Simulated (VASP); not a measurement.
Runs of VASP 6.6.1 on YS2. The structure is that of space group Fd-3m (No. 227), or close to it. The cells are those of the table. 

| cell | gap on the mesh (eV) | pressure (GPa) |
| --- | --- | --- |
| a = 5.536 Å, angles 60.0°, 6 atoms | none | -0.5 |
| a = 5.305 Å, angles 60.0°, 6 atoms | none | (a) |
| a = 5.680 Å, angles 60.0°, 6 atoms | none | -4.5 |
| a = 5.384 Å, angles 60.0°, 6 atoms | none | 5.4 |
| a = 5.609 Å, angles 60.0°, 6 atoms | none | -2.7 |
| a = 5.749 Å, angles 60.0°, 6 atoms | none | (b) |
| a = 5.461 Å, angles 60.0°, 6 atoms | none | 2.2 |

Alike in all rows: task single point; level PBE; potentials or basis VASP PAW PBE potentials, release 64 (Y_sv, S); no spin polarisation; k mesh 4 × 4 × 4; cutoff (eV) 520; smearing fermi-dirac 0.1 eV.

Task: Fill in the values left out.

Result: (a) 9.3; (b) -6.0.

Caveats: some runs use coarse meshes.

A k mesh can miss the band edges, and the runs leave out spin-orbit coupling on Y.

A gap of «none» marks levels without a gap at the run's occupations.
